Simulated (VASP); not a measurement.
Runs of VASP 6.6.1 on Cd3C. The structure is that of space group Pm-3m (No. 221), or close to it. The cells are those of the table. 

| task | cell | k mesh | cutoff (eV) | gap on the mesh (eV) | pressure (GPa) |
| --- | --- | --- | --- | --- | --- |
| single point | a = 4.261 Å, 4 atoms | 4 × 4 × 4 | 520 | none | -6.0 |
| relaxation of cell and atoms | relaxed from a = 4.261 Å, 4 atoms | 4 × 4 × 4 | 600 | none | 0.1 |
| single point | a = 4.116 Å, 4 atoms | 4 × 4 × 4 | 520 | none | (a) |
| single point | a = 4.118 Å, 4 atoms | 12 × 12 × 12 | 520 | none | 0.7 |

Alike in all rows: level r2SCAN; potentials or basis VASP PAW PBE potentials, release 64 (Cd, C); no spin polarisation; smearing gaussian 0.1 eV.

Problem. Estimate the missing entries.

Solution. (a) 0.6.

Caveats: some runs use coarse meshes; the PAW data sets were made with another functional, which shifts forces and pressure a little.

A k mesh can miss the band edges, and the runs leave out spin-orbit coupling on Cd.

A gap of «none» marks levels without a gap at the run's occupations.
